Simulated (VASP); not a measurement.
Here is a VASP 6.6.1 calculation.

Contents of INCAR:

```
PREC = Accurate
ENCUT = 520
EDIFF = 1E-7
ISMEAR = -1
SIGMA = 0.05
LREAL = F
LASPH = T
NELM = 150
ALGO = Fast
ISIF = 2
LWAVE = F
LCHARG = F
ISPIN = 2
MAGMOM = 1 -1 1 -3
LORBIT = 11
LMAXMIX = 4
GGA = PS
NBANDS = 31
```

The input KPOINTS:

```
Automatic mesh
0
Gamma
  8 8 8
```

The input POSCAR:

```
FeNi3
1.0
    3.5450000000      0.0000000000      0.0000000000
    0.0000000000      3.5450000000      0.0000000000
    0.0000000000      0.0000000000      3.5450000000
Ni Fe
3 1
Direct
    0.5000000000      0.5000000000      0.0000000000
    0.5000000000      0.0000000000      0.5000000000
    0.0000000000      0.5000000000      0.5000000000
    0.0000000000      0.0000000000      0.0000000000
```

Potentials or basis: VASP PAW PBE potentials, release 64 (Ni, Fe).

Command:

```sh
$ cat potpaw_PBE.64/Ni/POTCAR potpaw_PBE.64/Fe/POTCAR > POTCAR
$ mpirun -np 1 vasp_std > vasp.out
```

Q: What does it give for the net moment?

A: -4.80 μB per cell.

Q: Predict the site moments.

A: Ni -0.64; Fe -2.90 μB.

Q: Estimate the pressure.

A: -9.5 GPa.

Caveat: the PAW data sets were made with another functional, which shifts forces and pressure a little.
